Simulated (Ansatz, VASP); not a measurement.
## Rh: VASP beside Ansatz

File INCAR:

```
PREC = Accurate
ENCUT = 520
EDIFF = 1E-7
ISMEAR = 0
SIGMA = 0.15
LREAL = False
LASPH = True
NELM = 100
ALGO = Fast
ISIF = 2
LWAVE = False
LCHARG = False
GGA = PE
NBANDS = 22
```

File KPOINTS:

```
Automatic mesh
0
Gamma
  18 18 10
```

POSCAR

```
Rh
1.0
    2.6976000000      0.0000000000      0.0000000000
   -1.3488000000      2.3361901292      0.0000000000
    0.0000000000      0.0000000000      4.3851186776
Rh
2
Direct
    0.6666666667      0.3333333333      0.7500000000
    0.3333333333      0.6666666667      0.2500000000
```

Input for Ansatz:

```yaml
crystal:
  lattice:
    - [2.6976, 0.0, 0.0]
    - [-1.3488, 2.3361901292, 0.0]
    - [0.0, 0.0, 4.3851186776]
  atoms:
    - { symbol: Rh, position: [0.6666666667, 0.3333333333, 0.75] }
    - { symbol: Rh, position: [0.3333333333, 0.6666666667, 0.25] }
basis:
  ecutwfc: 420
kpoints:
  mp_grid: { grid: [18, 18, 10] }
hamiltonian:
  xc: pbe
  pseudopotentials: { kind: paw, azcp: { folder: soft_1 } }
scf:
  occupations: { method: gaussian, width: 0.15 }
output:
  forces: true
  stress: true
  eigenvalues: true
```

Alike in both runs: task single point; functional PBE; k mesh 18 × 18 × 10; occupations gaussian, width 0.15 eV; no spin polarisation.

|  | VASP | Ansatz |
| --- | --- | --- |
| version | VASP 6.6.1 | Ansatz 0.2.0 |
| potentials or method | VASP PAW PBE potentials, release 64 (Rh_pv), cutoff 520 eV | scalar-relativistic, plane waves, PAW |
| valence electrons in the cell | 30 | 34 |

|  | VASP | Ansatz | Ansatz less VASP |
| --- | --- | --- | --- |
| gap on the k mesh at the Fermi level (eV) | none | none | - |
| pressure (GPa) | 5.5 | 5.5 | -0.05 |
| traceless stress, the component that is largest in VASP (GPa) | -1.61 | -1.61 | -0.005 |

A gap of «none» marks a metal or a gap that the smearing closes. The functional is the same, so the differences come from potentials, cutoffs and numerics. VASP's potentials hold 30 valence electrons a cell and Ansatz's 34, so a difference there can come from the potentials and not from the codes.
